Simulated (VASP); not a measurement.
# SnSe (Pnma) in VASP: electric field gradients with PBE

Aim: the electric field gradients of SnSe with PBE.

Program: VASP 6.6.1. These are calculated values, not measurements. Logs are shortened: lines on timing, memory, paths and dates and some standing lists are left out, and cuts for length are marked.

### 1 The cell of the first run

It takes space group Pnma (No. 62, orthorhombic). The conventional cell has a = 11.664 Å, b = 4.126 Å, c = 4.701 Å, α = 90.00°, β = 90.00°, γ = 90.00°. Within 3.7 Å of Sn (site symmetry m) lie 6 Se at 2.77 to 3.57 Å and 2 Sn at 3.64 Å. Se (site symmetry m) has 6 Sn at 2.77 to 3.57 Å within 3.6 Å.

### 2 Electric field gradients, PBE

Contents of INCAR:

```
PREC = Accurate ; ENCUT = 520
EDIFF = 1E-8 ; ISMEAR = -1
SIGMA = 0.01 ; LREAL = F
LASPH = T ; NELM = 60
ALGO = Normal ; ISIF = 2
LWAVE = F ; LCHARG = F
GGA = PE ; LEFG = T
NBANDS = 50
```

Contents of KPOINTS:

```
Automatic mesh
0
Gamma
  3 8 7
```

Contents of POSCAR:

```
SnSe
1.0
   11.6644585000      0.0000000000      0.0000000000
    0.0000000000      4.1262509500      0.0000000000
    0.0000000000      0.0000000000      4.7009074500
Sn Se
4 4
Direct
    0.6187868500      0.7500000000      0.3765543000
    0.8812131500      0.2500000000      0.8765543000
    0.3812131500      0.2500000000      0.6234457000
    0.1187868500      0.7500000000      0.1234457000
    0.1485530300      0.2500000000      0.5091818000
    0.6485530300      0.2500000000      0.9908182000
    0.3514469700      0.7500000000      0.0091818000
    0.8514469700      0.7500000000      0.4908182000
```

Potentials or basis: VASP PAW PBE potentials, release 64 (Sn_d, Se).

Launch:

```
$ cat potpaw_PBE.64/Sn_d/POTCAR potpaw_PBE.64/Se/POTCAR > POTCAR
$ mpirun -np 1 vasp_std > vasp.out
```

OUTCAR:

```text
PREC = Accurate
   ENCUT = 520
   EDIFF = 1E-8
   ISMEAR = -1
   LREAL = F
   LASPH = T
   NELM = 60
   ISIF = 2
   GGA = PE

 ion  position               nearest neighbor table
   1  0.619  0.750  0.377-   8 2.77   6 2.77   6 2.77   3 3.64   3 3.64
   2  0.881  0.250  0.877-   6 2.77   8 2.77   8 2.77   4 3.64   4 3.64
   3  0.381  0.250  0.623-   5 2.77   7 2.77   7 2.77   1 3.64   1 3.64
   4  0.119  0.750  0.123-   7 2.77   5 2.77   5 2.77   2 3.64   2 3.64
   5  0.149  0.250  0.509-   3 2.77   4 2.77   4 2.77
   6  0.649  0.250  0.991-   2 2.77   1 2.77   1 2.77
   7  0.351  0.750  0.009-   4 2.77   3 2.77   3 2.77
   8  0.851  0.750  0.491-   1 2.77   2 2.77   2 2.77

  LATTYP: Found a simple orthorhombic cell.
 ALAT       =     4.1262509500
 B/A-ratio  =     1.1392684320
 C/A-ratio  =     2.8268902307

  Lattice vectors:

 A1 = (   0.0000000000,   4.1262509500,   0.0000000000)
 A2 = (   0.0000000000,   0.0000000000,   4.7009074500)
 A3 = (  11.6644585000,   0.0000000000,   0.0000000000)

Analysis of symmetry for initial positions (statically):
=====================================================================
 Subroutine PRICEL returns:
 Original cell was already a primitive cell.

 Routine SETGRP: Setting up the symmetry group for a
 simple orthorhombic supercell.

 Subroutine GETGRP returns: Found  8 space group operations
 (whereof  2 operations were pure point group operations)
 out of a pool of  8 trial point group operations.

The static configuration has the point symmetry S_2 .
 The point group associated with its full space group is D_2h.

Analysis of symmetry for dynamics (positions and initial velocities):
=====================================================================
 Subroutine PRICEL returns:
 Original cell was already a primitive cell.

 Routine SETGRP: Setting up the symmetry group for a
 simple orthorhombic supercell.

 Subroutine GETGRP returns: Found  8 space group operations
 (whereof  2 operations were pure point group operations)
 out of a pool of  8 trial point group operations.

The dynamic configuration has the point symmetry S_2 .
 The point group associated with its full space group is D_2h.

 Subroutine INISYM returns: Found  8 space group operations
 (whereof  2 operations are pure point group operations),
 and found     1 'primitive' translations

----------------------------------------------------------------------------------------

                                     Primitive cell

  volume of cell :     226.2569

  direct lattice vectors                    reciprocal lattice vectors
    11.664458500  0.000000000  0.000000000     0.085730512  0.000000000  0.000000000
     0.000000000  4.126250950  0.000000000     0.000000000  0.242350747  0.000000000
     0.000000000  0.000000000  4.700907450     0.000000000  0.000000000  0.212724886

  length of vectors
    11.664458500  4.126250950  4.700907450     0.085730512  0.242350747  0.212724886

  position of ions in fractional coordinates (direct lattice)
     0.618786850  0.750000000  0.376554300
     0.881213150  0.250000000  0.876554300
     0.381213150  0.250000000  0.623445700
     0.118786850  0.750000000  0.123445700
     0.148553030  0.250000000  0.509181800
     0.648553030  0.250000000  0.990818200
     0.351446970  0.750000000  0.009181800
     0.851446970  0.750000000  0.490818200

  ion indices of the primitive-cell ions
   primitive index   ion index
                 1           1
                 2           2
                 3           3
                 4           4
                 5           5
                 6           6
                 7           7
                 8           8

----------------------------------------------------------------------------------------

 KPOINTS: Automatic mesh

Automatic generation of k-mesh.
 Grid dimensions read from file:
 generate k-points for:    3    8    7

 Generating k-lattice:

  Cartesian coordinates                     Fractional coordinates (reciprocal lattice)
     0.028576837  0.000000000  0.000000000     0.333333333  0.000000000  0.000000000
     0.000000000  0.030293843  0.000000000     0.000000000  0.125000000  0.000000000
     0.000000000  0.000000000  0.030389269     0.000000000  0.000000000  0.142857143

  Length of vectors
     0.028576837  0.030293843  0.030389269

  Shift w.r.t. Gamma in fractional coordinates (k-lattice)
     0.000000000  0.000000000  0.000000000

 Subroutine IBZKPT returns following result:
 ===========================================

 Found     40 irreducible k-points:

 Following reciprocal coordinates:
            Coordinates               Weight
  0.000000  0.000000  0.000000      1.000000
  0.333333  0.000000  0.000000      2.000000
  0.000000  0.125000  0.000000      2.000000
  0.333333  0.125000  0.000000      4.000000
  0.000000  0.250000  0.000000      2.000000
  0.333333  0.250000  0.000000      4.000000
[... 16 lines left out ...]
  0.000000  0.125000  0.285714      4.000000
  0.333333  0.125000  0.285714      8.000000
 [... further k-points ...]
   k-points           NKPTS =     40   k-points in BZ     NKDIM =     40   number of bands    NBANDS=     50
   number of dos      NEDOS =    301   number of ions     NIONS =      8
   total plane-waves  NPLWV = 103680
   dimension x,y,z NGX =    90 NGY =   32 NGZ =   36
   dimension x,y,z NGXF=   180 NGYF=   64 NGZF=   72
   ions per type =               4   4
   NGX,Y,Z   is equivalent  to a cutoff of  12.83, 12.89, 12.73 a.u.
   NGXF,Y,Z  is equivalent  to a cutoff of  25.65, 25.79, 25.46 a.u.
 SYSTEM =  unknown system
   PREC   = accura    normal or accurate (medium, high low for compatibility)
   ISTART =      0    job   : 0-new  1-cont  2-samecut
   ICHARG =      2    charge: 1-file 2-atom 10-const
   ISPIN  =      1    spin polarized calculation?
   LNONCOLLINEAR =      F non collinear calculations
   LSORBIT =      F    spin-orbit coupling
   LASPH  =      T    aspherical Exc in radial PAW
   ENCUT  =  520.0 eV  38.22 Ry    6.18 a.u.  21.69  7.67  8.74*2*pi/ulx,y,z
   NELM   =     60;   NELMIN=  2; NELMDL= -5     # of ELM steps
   EDIFF  = 0.1E-07   stopping-criterion for ELM
   LREAL  =      F    real-space projection
   EDIFFG = 0.1E-06   stopping-criterion for IOM
   NSW    =      0    number of steps for IOM
   IBRION =     -1    ionic relax: 0-MD 1-quasi-New 2-CG
   NFREE  =      0    steps in history (QN), initial steepest desc. (CG)
   ISIF   =      2    stress and relaxation
   ISYM   =      2    0-nonsym 1-usesym 2-fastsym
   POTIM  = 0.5000    time-step for ionic-motion
   TEBEG  =    0.0;   TEEND  =   0.0 temperature during run
   PSTRESS=    0.0 pullay stress
   NELECT =      80.0000    total number of electrons
   NUPDOWN=      -1.0000    fix difference up-down
   EMIN   =  10.00;   EMAX   =-10.00  energy-range for DOS
   EFERMI =   0.00;   METHOD = LEGACY
   ISMEAR =    -1;   SIGMA  =   0.01  broadening in eV -4-tet -1-fermi 0-gaus
   EFERMI_NEDOS =   21; number of points for ismear=-14 and -15
   IALGO  =     38    algorithm
   IMIX   =      4    mixing-type and parameters
     AMIX     =   0.40;   BMIX     =  1.00
     AMIX_MAG =   1.60;   BMIX_MAG =  1.00
  volume/ion in A,a.u.               =      28.28       190.86
  Fermi-wavevector in a.u.,A,eV,Ry     =   1.157633  2.187609 18.233356  1.340114
  Thomas-Fermi vector in A             =   2.294243
   LORBIT       =      0    0 simple, 1 ext, 2 COOP (PROOUT), +10 PAW based schemes
   GGA     = PE    functional components
   LHFCALC =     F    Hartree Fock is set to
   AEXX    =    0.0000 exact exchange contribution
   IVDW    =     0    specifies the selected vdW correction
   LEPSILON=     F    determine dielectric tensor
   LRPA    =     F    only Hartree local field effects (RPA)
 non-spin polarized calculation
  energy-cutoff  :      520.00
  volume of cell :      226.26
 maximum number of plane-waves:      6129
 NGX is ok and might be reduce to    90
   NGX = 43   NGY = 15   NGZ = 17

 number of electron      79.9999992 magnetization

 Free energy of the ion-electron system (eV)
  ---------------------------------------------------
  ext. energy  EPLUGINS =         0.00000000
  ---------------------------------------------------
  free energy    TOTEN  =       -32.84093128 eV

  energy without entropy =      -32.84093128  energy(sigma->0) =      -32.84093128

 E-fermi :   4.9497     XC(G=0):  -9.4011

 val. band max:        4.7228120864   @ k =   0.0000   0.0000   0.2857
 cond. band min:       5.5441293346   @ k =   0.0000   0.3750   0.0000
 fundamental gap:      0.8213172482
 Fermi energy:         4.9496614138

 k-point     1 :       0.0000    0.0000    0.0000
  band No.  band energies     occupation
      1     -16.4616      2.00000
      2     -16.4517      2.00000
      3     -16.4471      2.00000
      4     -16.4422      2.00000
      5     -16.4421      2.00000
      6     -16.4390      2.00000
[... 42 lines left out ...]
     49       9.4198      0.00000
     50       9.7279      0.00000

 k-point     2 :       0.3333    0.0000    0.0000
  band No.  band energies     occupation
      1     -16.4597      2.00000
      2     -16.4551      2.00000
      3     -16.4451      2.00000
      4     -16.4430      2.00000
      5     -16.4417      2.00000
      6     -16.4404      2.00000
[... 1158 lines left out ...]
 k-point    24 :       0.3333    0.1250    0.2857
  band No.  band energies     occupation
      1     -16.4544      2.00000
      2     -16.4515      2.00000
      3     -16.4464      2.00000
      4     -16.4455      2.00000
      5     -16.4416      2.00000
      6     -16.4408      2.00000
[... 42 lines left out ...]
     49       8.9621      0.00000
     50       9.1778      0.00000

 [... further k-points ...]
[... 5 lines left out ...]
  --------------------------------------------------------------------------------------
  -------------------------------------------------------------------------------------
  Total        1.5085524      1.8898380      1.3114585      0.0000000      0.0000000      0.0000000
  in kB       10.6824058     13.3823763      9.2867384      0.0000000      0.0000000      0.0000000
  external PRESSURE =      11.1171735 kB  Pullay stress =       0.0000000 kB

 VOLUME and BASIS-vectors are now :
 -----------------------------------------------------------------------------
  energy-cutoff  :      520.00
  volume of cell :      226.26
      direct lattice vectors                 reciprocal lattice vectors
    11.664458500  0.000000000  0.000000000     0.085730512  0.000000000  0.000000000
     0.000000000  4.126250950  0.000000000     0.000000000  0.242350747  0.000000000
     0.000000000  0.000000000  4.700907450     0.000000000  0.000000000  0.212724886

 POSITION                                       TOTAL-FORCE (eV/Angst)
 -----------------------------------------------------------------------------------
      7.21781      3.09469      1.77015        -0.148045      0.000000      0.163748
     10.27887      1.03156      4.12060         0.148045      0.000000      0.163748
      4.44664      1.03156      2.93076         0.148045      0.000000     -0.163748
      1.38558      3.09469      0.58031        -0.148045      0.000000     -0.163748
      1.73279      1.03156      2.39362        -0.126188      0.000000      0.184138
      7.56502      1.03156      4.65774        -0.126188      0.000000     -0.184138
      4.09944      3.09469      0.04316         0.126188     -0.000000      0.184138
      9.93167      3.09469      2.30729         0.126188     -0.000000     -0.184138
 -----------------------------------------------------------------------------------
    total drift:                               -0.000000     -0.000000      0.000000

  FREE ENERGIE OF THE ION-ELECTRON SYSTEM (eV)
  ---------------------------------------------------
  free  energy   TOTEN  =       -32.8409312786 eV

  energy  without entropy=      -32.8409312786  energy(sigma->0) =      -32.84093128

 Electric field gradients (V/A^2)
---------------------------------------------------------------------
 ion       V_xx      V_yy      V_zz      V_xy      V_xz      V_yz
---------------------------------------------------------------------
   1     -41.767    30.365    11.402    -0.000    79.575    -0.000
   2     -41.767    30.365    11.402     0.000   -79.575     0.000
   3     -41.767    30.365    11.402    -0.000    79.575     0.000
   4     -41.767    30.365    11.402    -0.000   -79.575    -0.000
   5     -28.863    36.292    -7.429    -0.000    57.388    -0.000
   6     -28.863    36.292    -7.429     0.000   -57.388    -0.000
   7     -28.863    36.292    -7.429    -0.000   -57.388     0.000
   8     -28.863    36.292    -7.429    -0.000    57.388    -0.000
---------------------------------------------------------------------

 Electric field gradients after diagonalization (V/A^2)
 (convention: |V_zz| > |V_xx| > |V_yy|)
----------------------------------------------------------------------
 ion       V_xx      V_yy      V_zz     asymmetry (V_yy - V_xx)/ V_zz
----------------------------------------------------------------------
   1      68.715    30.365   -99.080       0.387
   2      68.715    30.365   -99.080       0.387
   3      68.715    30.365   -99.080       0.387
   4      68.715    30.365   -99.080       0.387
   5      40.234    36.292   -76.526       0.052
   6      40.234    36.292   -76.526       0.052
   7      40.234    36.292   -76.526       0.052
   8      40.234    36.292   -76.526       0.052
----------------------------------------------------------------------

           NMR quadrupolar parameters

 Cq : quadrupolar parameter    Cq=e*Q*V_zz/h
 eta: asymmetry parameters     (V_yy - V_xx)/ V_zz
 Q  : nuclear electric quadrupole moment in mb (millibarn)
----------------------------------------------------------------------
 ion       Cq(MHz)       eta       Q (mb)
----------------------------------------------------------------------
   1      -0.240       0.387       1.000
   2      -0.240       0.387       1.000
   3      -0.240       0.387       1.000
   4      -0.240       0.387       1.000
   5      -0.185       0.052       1.000
   6      -0.185       0.052       1.000
   7      -0.185       0.052       1.000
   8      -0.185       0.052       1.000
----------------------------------------------------------------------
```

It took 10 min on 1 thread of Intel Xeon 8259CL, shared host; peak memory 0.49 GiB.

Results:

```yaml
Free_energy: -32.8409 eV
Pressure: 1.1 GPa
Largest_force: 0.223 eV/Å
Band_gap_on_the_k_mesh: 0.82 eV (least direct gap 1.20 eV)
Largest_electric_field_gradient_by_atom: Sn -99.1; Se -76.5 V/Å²
```

Forces on the atoms (eV/Å):
```
Sn  -0.148  0.000  0.164
Sn   0.148  0.000  0.164
Sn   0.148  0.000 -0.164
Sn  -0.148  0.000 -0.164
Se  -0.126  0.000  0.184
Se  -0.126  0.000 -0.184
Se   0.126  0.000  0.184
Se   0.126  0.000 -0.184
```

Stress tensor (GPa, compression positive):
```
1.07 0.00 0.00
0.00 1.34 0.00
0.00 0.00 0.93
```

Electric field gradients, principal values (V/Å²):
```tsv
atom	least	middle	greatest (by size)
1 Sn	30.365	68.715	-99.080
2 Sn	30.365	68.715	-99.080
3 Sn	30.365	68.715	-99.080
4 Sn	30.365	68.715	-99.080
5 Se	36.292	40.234	-76.526
6 Se	36.292	40.234	-76.526
7 Se	36.292	40.234	-76.526
8 Se	36.292	40.234	-76.526
```

Caveat: without QUAD_EFG the Cq values of the log hold for a quadrupole moment of 1 mb, not for the nuclei; spin-orbit coupling is left out, which moves the levels of the heavy elements.
